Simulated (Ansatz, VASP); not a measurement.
# One calculation of GaN, two programs

Contents of INCAR:

```
ALGO = Normal
EDIFF = 1E-8
ENCUT = 520
GGA = PS
ISIF = 2
ISMEAR = -1
LASPH = True
LCHARG = False
LEFG = True
LREAL = False
LWAVE = False
NBANDS = 16
NELM = 100
PREC = Accurate
SIGMA = 0.02
```

The input KPOINTS:

```
k-points
0
Gamma
  13 13 13
```

Contents of POSCAR:

```
GaN
1.0
    0.0000000000      1.9521713286      1.9521713286
    1.9521713286      0.0000000000      1.9521713286
    1.9521713286      1.9521713286      0.0000000000
Ga N
1 1
Direct
    0.5000000000      0.5000000000      0.5000000000
    0.0000000000      0.0000000000      0.0000000000
```

Input for Ansatz:

```yaml
crystal:
  lattice:
    - [0.0, 1.9521713286, 1.9521713286]
    - [1.9521713286, 0.0, 1.9521713286]
    - [1.9521713286, 1.9521713286, 0.0]
  atoms:
    - { symbol: Ga, position: [0.5, 0.5, 0.5] }
    - { symbol: "N", position: [0.0, 0.0, 0.0] }
kpoints:
  mp_grid: { grid: [13, 13, 13] }
scf:
  occupations: { method: fermi_dirac, width: 0.02 }
hamiltonian:
  xc: pbesol
  pseudopotentials: { kind: all_electron, datasets: crystal }
output:
  forces: true
  stress: true
  eigenvalues: true
  efg: { contact_densities: true }
```

Change from the starting cell: volume scaled by 0.9405, crystal datasets.

Alike in both runs: task electric field gradients; functional PBEsol; k mesh 13 × 13 × 13; occupations fermi-dirac, width 0.02 eV; no spin polarisation.

|  | VASP | Ansatz |
| --- | --- | --- |
| version | VASP 6.6.1 | Ansatz 0.2.0 |
| potentials or method | VASP PAW PBE potentials, release 64 (Ga_d, N), cutoff 520 eV | all-electron PAW with datasets made for the crystal, scalar-relativistic |

Ansatz gave:

- gap on the k mesh at the Fermi level (eV): 2.29
- pressure (GPa): 91.4

Problem. Which values does VASP return?

Solution. gap on the k mesh at the Fermi level (eV): 2.27; pressure (GPa): 92.2.

VASP's potentials were made for PBE, not for PBEsol. Both programs put the cell under a high pressure, so it lies far from rest at this level. Ansatz ran all-electron here, and VASP with PAW potentials.

Noted on VASP's run: the cell as given lies far from equilibrium.
